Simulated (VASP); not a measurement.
# BeN (R-3m) in VASP: single point with PBE

Aim: the single point of BeN with PBE.

Everything below comes from runs of VASP 6.6.1. Logs are shortened: lines on timing, memory, paths and dates and some standing lists are left out, and cuts for length are marked.

### 1 The cell of the first run

The structure is trigonal, space group R-3m (No. 166). Conventional cell: a = 2.899 Å, b = 2.899 Å, c = 11.731 Å, α = 90.00°, β = 90.00°, γ = 120.00°. Be (site symmetry 3m) has 4 N at 1.70 to 2.02 Å within 2.3 Å. Within 2.2 Å of N (site symmetry 3m) lie 1 N at 1.62 Å and 4 Be at 1.70 to 2.02 Å.

The cell was built from a structure type or drawn by symmetry, and may not be a known phase.

### 2 Single point, PBE

The input, INCAR:

```
PREC     = Accurate       # precision mode
ENCUT    = 520            # plane-wave cutoff, eV
EDIFF    = 1E-7           # SCF threshold, eV
ISMEAR   = 0              # smearing method
SIGMA    = 0.1            # smearing width, eV
LREAL    = False          # projectors in reciprocal space
LASPH    = True           # aspherical terms in the spheres
NELM     = 100            # most SCF steps
ALGO     = Normal         # electronic algorithm
ISIF     = 2              # what is computed and relaxed
LWAVE    = False          # write WAVECAR
LCHARG   = False          # write CHGCAR
GGA      = PE             # functional
NBANDS   = 15             # bands
```

The input, KPOINTS:

```
Automatic mesh
0
Gamma
  9 9 9
```

The input, POSCAR:

```
BeN
1.0
    1.4492725472      0.8367378952      3.9104744798
   -1.4492725472      0.8367378952      3.9104744798
    0.0000000000     -1.6734757905      3.9104744798
Be N
2 2
Direct
    0.7408930604      0.7408930604      0.7408930604
    0.2591069396      0.2591069396      0.2591069396
    0.5689900645      0.5689900645      0.5689900645
    0.4310099355      0.4310099355      0.4310099355
```

Potentials or basis: VASP PAW PBE potentials, release 64 (Be, N).

Run with:

```console
cat potpaw_PBE.64/Be/POTCAR potpaw_PBE.64/N/POTCAR > POTCAR
mpirun -np 1 vasp_std > vasp.out
```

OUTCAR:

```text
PREC = Accurate
   ENCUT = 520
   EDIFF = 1E-7
   ISMEAR = 0
   LREAL = False
   LASPH = True
   NELM = 100
   ISIF = 2
   GGA = PE

 ion  position               nearest neighbor table
   1  0.741  0.741  0.741-   4 1.70   4 1.70   4 1.70   3 2.02
   2  0.259  0.259  0.259-   3 1.70   3 1.70   3 1.70   4 2.02
   3  0.569  0.569  0.569-   4 1.62   2 1.70   2 1.70   2 1.70   1 2.02
   4  0.431  0.431  0.431-   3 1.62   1 1.70   1 1.70   1 1.70   2 2.02

  LATTYP: Found a trigonal (rhomboedric) cell.
 ALAT       =     4.2535081848
 COS(alpha) =     0.7678142397

  Lattice vectors:

 A1 = (   1.4492725472,   0.8367378952,   3.9104744798)
 A2 = (  -1.4492725472,   0.8367378952,   3.9104744798)
 A3 = (   0.0000000000,  -1.6734757905,   3.9104744798)

Analysis of symmetry for initial positions (statically):
=====================================================================
 Subroutine PRICEL returns:
 Original cell was already a primitive cell.

 Routine SETGRP: Setting up the symmetry group for a
 trigonal (rhombohedral) supercell.

 Subroutine GETGRP returns: Found 12 space group operations
 (whereof 12 operations were pure point group operations)
 out of a pool of 12 trial point group operations.

The static configuration has the point symmetry D_3d.

Analysis of symmetry for dynamics (positions and initial velocities):
=====================================================================
 Subroutine PRICEL returns:
 Original cell was already a primitive cell.

 Routine SETGRP: Setting up the symmetry group for a
 trigonal (rhombohedral) supercell.

 Subroutine GETGRP returns: Found 12 space group operations
 (whereof 12 operations were pure point group operations)
 out of a pool of 12 trial point group operations.

The dynamic configuration has the point symmetry D_3d.

 Subroutine INISYM returns: Found 12 space group operations
 (whereof 12 operations are pure point group operations),
 and found     1 'primitive' translations

----------------------------------------------------------------------------------------

                                     Primitive cell

  volume of cell :      28.4525

  direct lattice vectors                    reciprocal lattice vectors
     1.449272547  0.836737895  3.910474480     0.345000670  0.199186230  0.085241148
    -1.449272547  0.836737895  3.910474480    -0.345000670  0.199186230  0.085241148
     0.000000000 -1.673475790  3.910474480     0.000000000 -0.398372460  0.085241148

  length of vectors
     4.253508185  4.253508185  4.253508185     0.407390071  0.407390071  0.407390071

  position of ions in fractional coordinates (direct lattice)
     0.740893060  0.740893060  0.740893060
     0.259106940  0.259106940  0.259106940
     0.568990064  0.568990064  0.568990064
     0.431009936  0.431009936  0.431009936

  ion indices of the primitive-cell ions
   primitive index   ion index
                 1           1
                 2           2
                 3           3
                 4           4

----------------------------------------------------------------------------------------

 KPOINTS: Automatic mesh

Automatic generation of k-mesh.
 Grid dimensions read from file:
 generate k-points for:    9    9    9

 Generating k-lattice:

  Cartesian coordinates                     Fractional coordinates (reciprocal lattice)
     0.038333408  0.022131803  0.009471239     0.111111111  0.000000000  0.000000000
    -0.038333408  0.022131803  0.009471239     0.000000000  0.111111111  0.000000000
     0.000000000 -0.044263607  0.009471239     0.000000000  0.000000000  0.111111111

  Length of vectors
     0.045265563  0.045265563  0.045265563

  Shift w.r.t. Gamma in fractional coordinates (k-lattice)
     0.000000000  0.000000000  0.000000000

 Subroutine IBZKPT returns following result:
 ===========================================

 Found     85 irreducible k-points:

 Following reciprocal coordinates:
            Coordinates               Weight
  0.000000  0.000000  0.000000      1.000000
  0.111111 -0.000000 -0.000000      6.000000
  0.222222  0.000000  0.000000      6.000000
  0.333333 -0.000000 -0.000000      6.000000
  0.444444  0.000000  0.000000      6.000000
  0.111111  0.111111 -0.000000      6.000000
[... 16 lines left out ...]
 -0.333333  0.333333  0.000000      6.000000
  0.444444  0.444444  0.000000      6.000000
 [... further k-points ...]
   k-points           NKPTS =     85   k-points in BZ     NKDIM =     85   number of bands    NBANDS=     15
   number of dos      NEDOS =    301   number of ions     NIONS =      4
   total plane-waves  NPLWV =  32768
   dimension x,y,z NGX =    32 NGY =   32 NGZ =   32
   dimension x,y,z NGXF=    64 NGYF=   64 NGZF=   64
   ions per type =               2   2
   NGX,Y,Z   is equivalent  to a cutoff of  12.51, 12.51, 12.51 a.u.
   NGXF,Y,Z  is equivalent  to a cutoff of  25.01, 25.01, 25.01 a.u.
 SYSTEM =  unknown system
   PREC   = accura    normal or accurate (medium, high low for compatibility)
   ISTART =      0    job   : 0-new  1-cont  2-samecut
   ICHARG =      2    charge: 1-file 2-atom 10-const
   ISPIN  =      1    spin polarized calculation?
   LNONCOLLINEAR =      F non collinear calculations
   LSORBIT =      F    spin-orbit coupling
   LASPH  =      T    aspherical Exc in radial PAW
   ENCUT  =  520.0 eV  38.22 Ry    6.18 a.u.   7.91  7.91  7.91*2*pi/ulx,y,z
   NELM   =    100;   NELMIN=  2; NELMDL= -5     # of ELM steps
   EDIFF  = 0.1E-06   stopping-criterion for ELM
   LREAL  =      F    real-space projection
   EDIFFG = 0.1E-05   stopping-criterion for IOM
   NSW    =      0    number of steps for IOM
   IBRION =     -1    ionic relax: 0-MD 1-quasi-New 2-CG
   NFREE  =      0    steps in history (QN), initial steepest desc. (CG)
   ISIF   =      2    stress and relaxation
   ISYM   =      2    0-nonsym 1-usesym 2-fastsym
   POTIM  = 0.5000    time-step for ionic-motion
   TEBEG  =    0.0;   TEEND  =   0.0 temperature during run
   PSTRESS=    0.0 pullay stress
   NELECT =      14.0000    total number of electrons
   NUPDOWN=      -1.0000    fix difference up-down
   EMIN   =  10.00;   EMAX   =-10.00  energy-range for DOS
   EFERMI =   0.00;   METHOD = LEGACY
   ISMEAR =     0;   SIGMA  =   0.10  broadening in eV -4-tet -1-fermi 0-gaus
   EFERMI_NEDOS =   21; number of points for ismear=-14 and -15
   IALGO  =     38    algorithm
   IMIX   =      4    mixing-type and parameters
     AMIX     =   0.40;   BMIX     =  1.00
     AMIX_MAG =   1.60;   BMIX_MAG =  1.00
  volume/ion in A,a.u.               =       7.11        48.00
  Fermi-wavevector in a.u.,A,eV,Ry     =   1.292441  2.442360 22.727227  1.670404
  Thomas-Fermi vector in A             =   2.424149
   LORBIT       =      0    0 simple, 1 ext, 2 COOP (PROOUT), +10 PAW based schemes
   GGA     = PE    functional components
   LHFCALC =     F    Hartree Fock is set to
   AEXX    =    0.0000 exact exchange contribution
   IVDW    =     0    specifies the selected vdW correction
   LEPSILON=     F    determine dielectric tensor
   LRPA    =     F    only Hartree local field effects (RPA)
 non-spin polarized calculation
 Gauss-broadening in eV      SIGMA  =   0.10
  energy-cutoff  :      520.00
  volume of cell :       28.45
 maximum number of plane-waves:       789
   NGX = 15   NGY = 15   NGZ = 15

 number of electron      14.0000000 magnetization

 Free energy of the ion-electron system (eV)
  ---------------------------------------------------
  ext. energy  EPLUGINS =         0.00000000
  ---------------------------------------------------
  free energy    TOTEN  =       -25.69726336 eV

  energy without entropy =      -25.69695384  energy(sigma->0) =      -25.69710860

 E-fermi :   6.7055     XC(G=0): -11.3126

 val. band max:        6.6249379690   @ k =   0.4444   0.4444   0.4444
 cond. band min:       6.7521587949   @ k =   0.4444   0.4444   0.4444
 fundamental gap:      0.1272208258
 Fermi energy:         6.7054772220

 k-point     1 :       0.0000    0.0000    0.0000
  band No.  band energies     occupation
      1     -12.3038      2.00000
      2      -5.7222      2.00000
      3      -2.4897      2.00000
      4       3.7676      2.00000
      5       3.7676      2.00000
      6       5.6437      2.00000
      7       5.6437      2.00000
      8      11.1908      0.00000
      9      12.0519      0.00000
     10      15.0530      0.00000
     11      16.4764      0.00000
     12      16.4764      0.00000
     13      17.6530      0.00000
     14      17.6530      0.00000
     15      18.9524      0.00000

 k-point     2 :       0.1111   -0.0000   -0.0000
  band No.  band energies     occupation
      1     -12.1622      2.00000
      2      -5.7339      2.00000
      3      -2.2471      2.00000
      4       2.9132      2.00000
      5       3.5573      2.00000
      6       5.3280      2.00000
      7       5.4201      2.00000
      8      11.7056      0.00000
      9      12.0399      0.00000
     10      14.8507      0.00000
     11      16.0778      0.00000
     12      17.0256      0.00000
     13      17.8626      0.00000
     14      18.2177      0.00000
     15      19.3684      0.00000

 k-point     3 :       0.2222    0.0000    0.0000
  band No.  band energies     occupation
      1     -11.7689      2.00000
      2      -5.7487      2.00000
      3      -1.6275      2.00000
      4       1.1973      2.00000
      5       3.0919      2.00000
      6       4.5703      2.00000
      7       4.8861      2.00000
      8      11.4550      0.00000
      9      12.7036      0.00000
     10      14.3720      0.00000
     11      15.8649      0.00000
     12      17.8902      0.00000
     13      18.5838      0.00000
     14      19.3981      0.00000
     15      19.4923      0.00000

 k-point     4 :       0.3333   -0.0000   -0.0000
  band No.  band energies     occupation
      1     -11.2400      2.00000
      2      -5.7663      2.00000
      3      -0.9753      2.00000
      4      -0.3288      2.00000
      5       2.6471      2.00000
      6       3.8632      2.00000
      7       4.3315      2.00000
      8      10.5823      0.00000
      9      12.8923      0.00000
     10      13.7831      0.00000
     11      16.3231      0.00000
     12      17.0921      0.00000
     13      19.9984      0.00000
     14      20.3514      0.00000
     15      21.1209      0.00000
[... 307 lines left out ...]
 k-point    22 :      -0.4444    0.3333   -0.0000
  band No.  band energies     occupation
      1     -10.5243      2.00000
      2      -6.2054      2.00000
      3      -0.7289      2.00000
      4       0.0057      2.00000
      5       0.4124      2.00000
      6       3.3845      2.00000
      7       4.5647      2.00000
      8       9.1313      0.00000
      9      14.2886      0.00000
     10      15.1599      0.00000
     11      16.1178      0.00000
     12      17.7460      0.00000
     13      19.4111      0.00000
     14      20.5878      0.00000
     15      21.6777      0.00000

 k-point    23 :      -0.3333    0.3333    0.0000
  band No.  band energies     occupation
      1     -10.4697      2.00000
      2      -5.9394      2.00000
      3      -1.0524      2.00000
      4      -0.0885      2.00000
      5       0.4621      2.00000
      6       3.3188      2.00000
      7       3.8084      2.00000
      8       9.7697      0.00000
      9      13.8549      0.00000
     10      15.7314      0.00000
     11      15.9979      0.00000
     12      18.5593      0.00000
     13      19.2553      0.00000
     14      19.9042      0.00000
     15      22.3511      0.00000

 k-point    24 :       0.4444    0.4444    0.0000
  band No.  band energies     occupation
      1     -10.6452      2.00000
      2      -6.4664      2.00000
      3      -1.0065      2.00000
      4       0.1676      2.00000
      5       1.4803      2.00000
      6       3.3196      2.00000
      7       5.5352      2.00000
      8       8.6012      0.00000
      9      11.9310      0.00000
     10      16.1343      0.00000
     11      17.2125      0.00000
     12      18.8662      0.00000
     13      18.9247      0.00000
     14      19.6666      0.00000
     15      20.7474      0.00000

 [... further k-points ...]

------------------------ aborting loop because EDIFF is reached ----------------------------------------

  FORCE on cell =-STRESS in cart. coord.  units (eV):
  Direction    XX          YY          ZZ          XY          YZ          ZX
  --------------------------------------------------------------------------------------
  -------------------------------------------------------------------------------------
  Total        0.0817581      0.0817581      0.0505333      0.0000000     -0.0000000     -0.0000000
  in kB        4.6038477      4.6038477      2.8455615      0.0000000     -0.0000000     -0.0000000
  external PRESSURE =       4.0177523 kB  Pullay stress =       0.0000000 kB

 VOLUME and BASIS-vectors are now :
 -----------------------------------------------------------------------------
  energy-cutoff  :      520.00
  volume of cell :       28.45
      direct lattice vectors                 reciprocal lattice vectors
     1.449272547  0.836737895  3.910474480     0.345000670  0.199186230  0.085241148
    -1.449272547  0.836737895  3.910474480    -0.345000670  0.199186230  0.085241148
     0.000000000 -1.673475790  3.910474480     0.000000000 -0.398372460  0.085241148

 POSITION                                       TOTAL-FORCE (eV/Angst)
 -----------------------------------------------------------------------------------
      0.00000     -0.00000      8.69173         0.000000      0.000000     -0.015024
      0.00000     -0.00000      3.03969         0.000000     -0.000000      0.015024
      0.00000     -0.00000      6.67506         0.000000     -0.000000      0.003878
      0.00000     -0.00000      5.05636         0.000000      0.000000     -0.003878
 -----------------------------------------------------------------------------------
    total drift:                                0.000000      0.000000      0.000000

  FREE ENERGIE OF THE ION-ELECTRON SYSTEM (eV)
  ---------------------------------------------------
  free  energy   TOTEN  =       -25.6972633631 eV

  energy  without entropy=      -25.6969538418  energy(sigma->0) =      -25.69710860
```

Wall time 66 s (1 thread of Intel Xeon 8259CL, shared host); peak memory 0.18 GiB.

Results:

| Item | Value |
| --- | --- |
| Free energy | -25.6973 eV |
| Pressure | 0.4 GPa |
| Largest force | 0.015 eV/Å |
| Band gap on the k mesh | 0.13 eV |

Forces on the atoms (eV/Å):
```
Be   0.000  0.000 -0.015
Be   0.000  0.000  0.015
N    0.000  0.000  0.004
N    0.000  0.000 -0.004
```

Levels at points of the mesh, in eV from the valence-band top:
| k point | band 3 | band 4 | band 5 | band 6 | band 7 | band 8 | band 9 | band 10 | band 11 | band 12 |
| --- | --- | --- | --- | --- | --- | --- | --- | --- | --- | --- |
| (0.00, 0.00, 0.00) | -9.11 | -2.86 | -2.86 | -0.98 | -0.98 | 4.57 | 5.43 | 8.43 | 9.85 | 9.85 |

Caveat: an odd mesh through Γ misses points on the zone boundary, where band edges can lie.
